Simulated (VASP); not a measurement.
# Cr (Pm-3m) in VASP: notebook, part 2 of 2

VASP 6.6.1. Earlier steps stand in the parts before.

### 4 Single point, PBEsol

This run uses another cell than the first one, of 12.28 Å³/atom, 0.893 times its volume.

Contents of INCAR:

```
ALGO     = Normal         # electronic algorithm
EDIFF    = 1E-6           # SCF threshold, eV
ENCUT    = 520            # plane-wave cutoff, eV
GGA      = PS             # functional
ISIF     = 2              # what is computed and relaxed
ISMEAR   = -1             # smearing method
LASPH    = T              # aspherical terms in the spheres
LCHARG   = F              # write CHGCAR
LREAL    = F              # projectors in reciprocal space
LWAVE    = F              # write WAVECAR
NBANDS   = 12             # bands
NELM     = 100            # most SCF steps
PREC     = Accurate       # precision mode
SIGMA    = 0.1            # smearing width, eV
```

Contents of KPOINTS:

```
k-points
0
Gamma
  22 22 22
```

Contents of POSCAR:

```
Cr
1.0
    2.3069709391      0.0000000000      0.0000000000
    0.0000000000      2.3069709391      0.0000000000
    0.0000000000      0.0000000000      2.3069709391
Cr
1
Direct
    0.0000000000      0.0000000000      0.0000000000
```

Potentials or basis: VASP PAW PBE potentials, release 64 (Cr_pv).

On the command line:

```console
$ cat potpaw_PBE.64/Cr_pv/POTCAR > POTCAR
$ mpirun -np 1 vasp_std > vasp.out
```

OUTCAR:

```text
EDIFF = 1E-6
   ENCUT = 520
   GGA = PS
   ISIF = 2
   ISMEAR = -1
   LASPH = T
   LREAL = F
   NELM = 100
   PREC = Accurate

 ion  position               nearest neighbor table
   1  0.000  0.000  0.000-

  LATTYP: Found a simple cubic cell.
 ALAT       =     2.3069709391

  Lattice vectors:

 A1 = (   2.3069709391,   0.0000000000,   0.0000000000)
 A2 = (   0.0000000000,   2.3069709391,   0.0000000000)
 A3 = (   0.0000000000,   0.0000000000,   2.3069709391)

Analysis of symmetry for initial positions (statically):
=====================================================================
 Subroutine PRICEL returns:
 Original cell was already a primitive cell.

 Routine SETGRP: Setting up the symmetry group for a
 simple cubic supercell.

 Subroutine GETGRP returns: Found 48 space group operations
 (whereof 48 operations were pure point group operations)
 out of a pool of 48 trial point group operations.

The static configuration has the point symmetry O_h .

Analysis of symmetry for dynamics (positions and initial velocities):
=====================================================================
 Subroutine PRICEL returns:
 Original cell was already a primitive cell.

 Routine SETGRP: Setting up the symmetry group for a
 simple cubic supercell.

 Subroutine GETGRP returns: Found 48 space group operations
 (whereof 48 operations were pure point group operations)
 out of a pool of 48 trial point group operations.

The dynamic configuration has the point symmetry O_h .

 Subroutine INISYM returns: Found 48 space group operations
 (whereof 48 operations are pure point group operations),
 and found     1 'primitive' translations

----------------------------------------------------------------------------------------

                                     Primitive cell

  volume of cell :      12.2780

  direct lattice vectors                    reciprocal lattice vectors
     2.306970939  0.000000000  0.000000000     0.433468833  0.000000000  0.000000000
     0.000000000  2.306970939  0.000000000     0.000000000  0.433468833  0.000000000
     0.000000000  0.000000000  2.306970939     0.000000000  0.000000000  0.433468833

  length of vectors
     2.306970939  2.306970939  2.306970939     0.433468833  0.433468833  0.433468833

  position of ions in fractional coordinates (direct lattice)
     0.000000000  0.000000000  0.000000000

  ion indices of the primitive-cell ions
   primitive index   ion index
                 1           1

----------------------------------------------------------------------------------------

 KPOINTS: k-points

Automatic generation of k-mesh.
 Grid dimensions read from file:
 generate k-points for:   22   22   22

 Generating k-lattice:

  Cartesian coordinates                     Fractional coordinates (reciprocal lattice)
     0.019703129  0.000000000  0.000000000     0.045454545  0.000000000  0.000000000
     0.000000000  0.019703129  0.000000000     0.000000000  0.045454545  0.000000000
     0.000000000  0.000000000  0.019703129     0.000000000  0.000000000  0.045454545

  Length of vectors
     0.019703129  0.019703129  0.019703129

  Shift w.r.t. Gamma in fractional coordinates (k-lattice)
     0.000000000  0.000000000  0.000000000

 Subroutine IBZKPT returns following result:
 ===========================================

 Found    364 irreducible k-points:

 Following reciprocal coordinates:
            Coordinates               Weight
  0.000000  0.000000  0.000000      1.000000
  0.045455  0.000000  0.000000      6.000000
  0.090909  0.000000  0.000000      6.000000
  0.136364  0.000000  0.000000      6.000000
  0.181818  0.000000  0.000000      6.000000
  0.227273  0.000000  0.000000      6.000000
[... 16 lines left out ...]
  0.500000  0.045455  0.000000     12.000000
  0.090909  0.090909  0.000000     12.000000
 [... further k-points ...]
   k-points           NKPTS =    364   k-points in BZ     NKDIM =    364   number of bands    NBANDS=     12
   number of dos      NEDOS =    301   number of ions     NIONS =      1
   total plane-waves  NPLWV =   5832
   dimension x,y,z NGX =    18 NGY =   18 NGZ =   18
   dimension x,y,z NGXF=    36 NGYF=   36 NGZF=   36
   ions per type =               1
   NGX,Y,Z   is equivalent  to a cutoff of  12.97, 12.97, 12.97 a.u.
   NGXF,Y,Z  is equivalent  to a cutoff of  25.94, 25.94, 25.94 a.u.
 SYSTEM =  unknown system
   PREC   = accura    normal or accurate (medium, high low for compatibility)
   ISTART =      0    job   : 0-new  1-cont  2-samecut
   ICHARG =      2    charge: 1-file 2-atom 10-const
   ISPIN  =      1    spin polarized calculation?
   LNONCOLLINEAR =      F non collinear calculations
   LSORBIT =      F    spin-orbit coupling
   LASPH  =      T    aspherical Exc in radial PAW
   ENCUT  =  520.0 eV  38.22 Ry    6.18 a.u.   4.29  4.29  4.29*2*pi/ulx,y,z
   NELM   =    100;   NELMIN=  2; NELMDL= -5     # of ELM steps
   EDIFF  = 0.1E-05   stopping-criterion for ELM
   LREAL  =      F    real-space projection
   EDIFFG = 0.1E-04   stopping-criterion for IOM
   NSW    =      0    number of steps for IOM
   IBRION =     -1    ionic relax: 0-MD 1-quasi-New 2-CG
   NFREE  =      0    steps in history (QN), initial steepest desc. (CG)
   ISIF   =      2    stress and relaxation
   ISYM   =      2    0-nonsym 1-usesym 2-fastsym
   POTIM  = 0.5000    time-step for ionic-motion
   TEBEG  =    0.0;   TEEND  =   0.0 temperature during run
   PSTRESS=    0.0 pullay stress
   NELECT =      12.0000    total number of electrons
   NUPDOWN=      -1.0000    fix difference up-down
   EMIN   =  10.00;   EMAX   =-10.00  energy-range for DOS
   EFERMI =   0.00;   METHOD = LEGACY
   ISMEAR =    -1;   SIGMA  =   0.10  broadening in eV -4-tet -1-fermi 0-gaus
   EFERMI_NEDOS =   21; number of points for ismear=-14 and -15
   IALGO  =     38    algorithm
   IMIX   =      4    mixing-type and parameters
     AMIX     =   0.40;   BMIX     =  1.00
     AMIX_MAG =   1.60;   BMIX_MAG =  1.00
  volume/ion in A,a.u.               =      12.28        82.86
  Fermi-wavevector in a.u.,A,eV,Ry     =   1.624650  3.070143 35.912405  2.639487
  Thomas-Fermi vector in A             =   2.717902
   LORBIT       =      0    0 simple, 1 ext, 2 COOP (PROOUT), +10 PAW based schemes
   GGA     = PS    functional components
   LHFCALC =     F    Hartree Fock is set to
   AEXX    =    0.0000 exact exchange contribution
   IVDW    =     0    specifies the selected vdW correction
   LEPSILON=     F    determine dielectric tensor
   LRPA    =     F    only Hartree local field effects (RPA)
 non-spin polarized calculation
  energy-cutoff  :      520.00
  volume of cell :       12.28
 maximum number of plane-waves:       341
 NGX is ok and might be reduce to    18
   NGX =  9   NGY =  9   NGZ =  9

 number of electron      11.9999990 magnetization

 Free energy of the ion-electron system (eV)
  ---------------------------------------------------
  ext. energy  EPLUGINS =         0.00000000
  ---------------------------------------------------
  free energy    TOTEN  =        -9.20443680 eV

  energy without entropy =       -9.16114863  energy(sigma->0) =       -9.18279272

 E-fermi :  10.0640     XC(G=0): -13.3521

 val. band max:       10.0560777115   @ k =   0.5000   0.2727   0.1364
 cond. band min:      10.0642528602   @ k =   0.3182   0.3182   0.1818
 fundamental gap:      0.0081751487
 Fermi energy:        10.0640417478

 k-point     1 :       0.0000    0.0000    0.0000
  band No.  band energies     occupation
      1     -32.2601      2.00000
      2     -32.2601      2.00000
      3     -32.2601      2.00000
      4       2.5333      2.00000
      5       6.7198      2.00000
      6       6.7198      2.00000
      7      12.6570      0.00000
      8      12.6570      0.00000
      9      12.6570      0.00000
     10      17.6059      0.00000
     11      30.1315      0.00000
     12      30.1315      0.00000

 k-point     2 :       0.0455    0.0000    0.0000
  band No.  band energies     occupation
      1     -32.2851      2.00000
      2     -32.2580      2.00000
      3     -32.2580      2.00000
      4       2.6023      2.00000
      5       6.7350      2.00000
      6       6.7714      2.00000
      7      12.6074      0.00000
      8      12.6074      0.00000
      9      12.6608      0.00000
     10      17.6059      0.00000
     11      29.4633      0.00000
     12      30.2367      0.00000
[... 316 lines left out ...]
 k-point    24 :       0.0909    0.0909    0.0000
  band No.  band energies     occupation
      1     -32.3554      2.00000
      2     -32.3427      2.00000
      3     -32.2435      2.00000
      4       3.0730      2.00000
      5       6.9102      2.00000
      6       7.0583      2.00000
      7      12.2662      0.00000
      8      12.4460      0.00000
      9      12.5185      0.00000
     10      17.6059      0.00000
     11      28.1834      0.00000
     12      28.4817      0.00000

 [... further k-points ...]
[... 5 lines left out ...]
  --------------------------------------------------------------------------------------
  -------------------------------------------------------------------------------------
  Total        0.0168510      0.0168510      0.0168510      0.0000000      0.0000000     -0.0000000
  in kB        2.1989231      2.1989231      2.1989231      0.0000000      0.0000000     -0.0000000
  external PRESSURE =       2.1989231 kB  Pullay stress =       0.0000000 kB

 VOLUME and BASIS-vectors are now :
 -----------------------------------------------------------------------------
  energy-cutoff  :      520.00
  volume of cell :       12.28
      direct lattice vectors                 reciprocal lattice vectors
     2.306970939  0.000000000  0.000000000     0.433468833  0.000000000  0.000000000
     0.000000000  2.306970939  0.000000000     0.000000000  0.433468833  0.000000000
     0.000000000  0.000000000  2.306970939     0.000000000  0.000000000  0.433468833

 POSITION                                       TOTAL-FORCE (eV/Angst)
 -----------------------------------------------------------------------------------
      0.00000      0.00000      0.00000         0.000000      0.000000      0.000000
 -----------------------------------------------------------------------------------
    total drift:                                0.000000      0.000000     -0.000000

  FREE ENERGIE OF THE ION-ELECTRON SYSTEM (eV)
  ---------------------------------------------------
  free  energy   TOTEN  =        -9.2044368026 eV

  energy  without entropy=       -9.1611486316  energy(sigma->0) =       -9.18279272
```

Run time: 22 s. Hardware: 1 thread of Intel Xeon 6975P-C, shared host; peak memory 0.16 GiB.

What came out:

| Property | Result |
| --- | --- |
| Free energy | -9.2044 eV |
| Pressure | 0.2 GPa |
| Band gap on the k mesh | zero (band 6 reaches 11.18 eV, above the bottom of band 7 at 9.36 eV) |

Levels at points of the mesh, in eV from the Fermi level:
```tsv
k point	band 3	band 4	band 5	band 6	band 7	band 8	band 9	band 10
(0.00, 0.00, 0.00)	-42.32	-7.53	-3.34	-3.34	2.59	2.59	2.59	7.54
(0.50, 0.00, 0.00)	-42.22	-3.18	-2.53	-0.69	0.50	0.50	2.78	7.53
(0.50, 0.50, 0.00)	-42.12	-4.84	-1.73	0.96	0.96	4.00	6.41	6.41
(0.50, 0.50, 0.50)	-43.16	-3.14	-3.14	-3.14	4.11	4.11	7.54	11.21
```

Caveat: the PAW data sets were made with another functional, which shifts forces and pressure a little; the run has no spin polarisation, though such a crystal can be magnetic. Spin polarisation is off, so any magnetic state and its effect on volume and gap are missing.

### 5 Summary

```csv
task,cell,k mesh,cutoff (eV),gap on the mesh (eV),pressure (GPa)
single point,"a = 2.396 Å, 1 atom",15 × 15 × 15,520,none,-18.4
relaxation of cell and atoms,"relaxed from a = 2.348 Å, 1 atom",13 × 13 × 13,600,none,0.1
single point,"a = 2.307 Å, 1 atom",22 × 22 × 22,520,none,0.2
```

Alike in all rows: level PBEsol; potentials or basis VASP PAW PBE potentials, release 64 (Cr_pv); no spin polarisation; smearing fermi-dirac 0.1 eV.

Caveats: the PAW data sets were made with another functional, which shifts forces and pressure a little; the run has no spin polarisation, though such a crystal can be magnetic.

Absolute energies hang on the potentials; compare differences alone.
